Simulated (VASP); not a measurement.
Here is a VASP 6.6.1 calculation.

File INCAR:

```
SYSTEM = TaSi2
PREC = Accurate
ENCUT = 520
EDIFF = 1E-7
ISMEAR = 0
SIGMA = 0.1
LREAL = .FALSE.
LASPH = .TRUE.
NELM = 60
ALGO = Normal
ISIF = 2
LWAVE = .FALSE.
LCHARG = .FALSE.
GGA = PE
NBANDS = 16
```

Contents of KPOINTS:

```
Automatic mesh
0
G
  6 6 4
  0 0 0
```

POSCAR

```
TaSi2
1.0
    3.6161096900      0.0000000000      0.0000000000
   -1.8080548500      3.1316428600      0.0000000000
    0.0000000000      0.0000000000      4.7473319700
Ta Si
1 2
Direct
    0.6666666700      0.3333333300      0.5000000000
    0.3333333300      0.6666666700      0.2271925400
    0.3333333300      0.6666666700      0.7728074600
```

Potentials or basis: VASP PAW PBE potentials, release 64 (Ta_pv, Si).

Command:

```bash
$ cat potpaw_PBE.64/Ta_pv/POTCAR potpaw_PBE.64/Si/POTCAR > POTCAR
$ mpirun -np 1 vasp_std > vasp.out
```

**Question.** What does it give for the pressure?

**Answer.** 22.4 GPa.

**Question.** Predict the largest force.

**Answer.** 0.094 eV/Å.

Stress tensor (GPa, compression positive):
```
17.77  0.00  0.00
 0.00 17.77  0.00
 0.00  0.00 31.69
```
